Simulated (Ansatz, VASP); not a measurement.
# Rh in VASP and in Ansatz

File POSCAR:

```
Rh
1.0
    0.0000000000      1.8978500000      1.8978500000
    1.8978500000      0.0000000000      1.8978500000
    1.8978500000      1.8978500000      0.0000000000
Rh
1
Direct
    0.0000000000      0.0000000000      0.0000000000
```

Contents of INCAR.step1:

```
PREC = Accurate
ENCUT = 580
ISMEAR = 0
SIGMA = 0.1
LREAL = False
LASPH = True
NELM = 120
NBANDS = 14
GGA = PE
ALGO = Normal
EDIFF = 1E-5
LWAVE = True
LCHARG = False
GGA_COMPAT = False
```

File INCAR.step2:

```
PREC = Accurate
ENCUT = 580
EDIFF = 1E-6
ISMEAR = 0
SIGMA = 0.1
LREAL = False
LASPH = True
NELM = 120
ALGO = Normal
ISIF = 2
LWAVE = False
LCHARG = False
METAGGA = R2SCAN
LMIXTAU = True
NBANDS = 14
ISTART = 1
GGA_COMPAT = False
```

File KPOINTS:

```
regular mesh
0
Gamma
  8 8 8
```

Input for Ansatz:

```yaml
crystal:
  lattice:
    - [0.0, 1.89785, 1.89785]
    - [1.89785, 0.0, 1.89785]
    - [1.89785, 1.89785, 0.0]
  atoms:
    - { symbol: Rh, position: [0.0, 0.0, 0.0] }
basis:
  ecutwfc: 500
kpoints:
  mp_grid: { grid: [8, 8, 8] }
hamiltonian:
  xc: r2scan
scf:
  occupations: { method: gaussian, width: 0.1 }
output:
  forces: true
  stress: true
  eigenvalues: true
```

Alike in both runs: task single point; functional r2SCAN; k mesh 8 × 8 × 8; occupations gaussian, width 0.1 eV; no spin polarisation.

|  | VASP | Ansatz |
| --- | --- | --- |
| version | VASP 6.6.1 | Ansatz 0.2.0 |
| potentials or method | VASP PAW PBE potentials, release 64 (Rh_sv_GW), cutoff 580 eV | scalar-relativistic, plane waves, PAW |
| valence electrons in the cell | 17 | 17 |

Ansatz gave:

| Property | Result |
| --- | --- |
| gap on the k mesh at the Fermi level (eV) | none |
| pressure (GPa) | 1.7 |

Estimate VASP's values.

gap on the k mesh at the Fermi level (eV): none; pressure (GPa): 0.1.

VASP's potentials were made for PBE, not for r2SCAN. A gap of «none» marks a metal or a gap that the smearing closes. The functional is the same, so the differences come from potentials, cutoffs and numerics.
